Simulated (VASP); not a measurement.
Set up this calculation in VASP 6.6.1, as the native input.

```yaml
Task: relaxation of cell and atoms
Functional: PBE
Dispersion: D4
Potentials_or_basis: VASP PAW PBE potentials, release 64 (Hf_pv, In_d, Si, O)
Cutoff: 600 eV
k_mesh: 4 × 4 × 3
Occupations: fermi-dirac, width 0.05 eV
Spin: no spin polarisation
Dipole_correction: no
Further_INCAR_settings: ALGO = Normal; EDIFF = 1e-06; IBRION = 2; EDIFFG = -0.01; NSW = 60; ISIF = 3
```

The structure of HfIn4SiO6 lies in POSCAR:

```
HfIn4SiO6
1.0
    2.7158500000     -4.7035700000      0.0083300000
    2.7158500000      4.7035700000      0.0083300000
   -1.8791500000      0.0000000000      7.4012700000
Hf In Si O
1 4 1 6
Direct
    0.7883500000      0.2116500000      0.0000000000
    0.6217500000      0.3782500000      0.5000000000
    0.4550200000      0.5449800000      0.0000000000
    0.2840700000      0.7159300000      0.5000000000
    0.9581400000      0.0418600000      0.5000000000
    0.1216800000      0.8783200000      0.0000000000
    0.0621900000      0.1141500000      0.8666600000
    0.8858500000      0.9378100000      0.1333400000
    0.7949000000      0.5378400000      0.8666300000
    0.4621600000      0.2051000000      0.1333700000
    0.1535200000      0.6287900000      0.1333300000
    0.3712100000      0.8464800000      0.8666700000
```

The input as run:

INCAR

```
SYSTEM = HfIn4SiO6
ALGO     = Normal         ! electronic algorithm
EDIFF    = 1E-6           ! SCF threshold, eV
EDIFFG   = -0.01          ! ionic threshold
ENCUT    = 600            ! plane-wave cutoff, eV
GGA      = PE             ! functional
IBRION   = 2              ! ionic algorithm
ISIF     = 3              ! what is computed and relaxed
ISMEAR   = -1             ! smearing method
IVDW     = 13             ! dispersion correction
LASPH    = .True.         ! aspherical terms in the spheres
LCHARG   = .False.        ! write CHGCAR
LREAL    = .False.        ! projectors in reciprocal space
LWAVE    = .False.        ! write WAVECAR
NELM     = 100            ! most SCF steps
NSW      = 60             ! ionic steps
PREC     = Accurate       ! precision mode
SIGMA    = 0.05           ! smearing width, eV
```

KPOINTS

```
k-points
0
Gamma
  4 4 3
  0 0 0
```

Potentials or basis: VASP PAW PBE potentials, release 64 (Hf_pv, In_d, Si, O).

Launch:

```console
$ cat potpaw_PBE.64/Hf_pv/POTCAR potpaw_PBE.64/In_d/POTCAR potpaw_PBE.64/Si/POTCAR potpaw_PBE.64/O/POTCAR > POTCAR
$ mpirun -np 1 vasp_std > vasp.out
```

Results of the run:

```yaml
Relaxed_volume: 15.17 Å³/atom
Relaxed_cell: a = 5.383 Å, b = 5.383 Å, c = 7.482 Å, α = 97.05°, β = 97.05°, γ = 119.99°
Space_group_after_relaxing_to_0.1_Å: C2 (No. 5)
Energy_gained_by_relaxing: 6.5 meV/atom
Ionic_steps: 10
Pressure_after_relaxing: 0.0 GPa
Largest_force_after_relaxing: 0.009 eV/Å
Band_gap_on_the_k_mesh: zero (bands 51 and 52 overlap by 1.22 eV)
Dispersion_energy_per_atom: -0.248 eV
```

Caveat: spin-orbit coupling is left out, which moves the levels of the heavy elements.

Run time: 59 min on 1 thread of Intel Xeon 8259CL (shared host), peak memory 0.56 GiB.
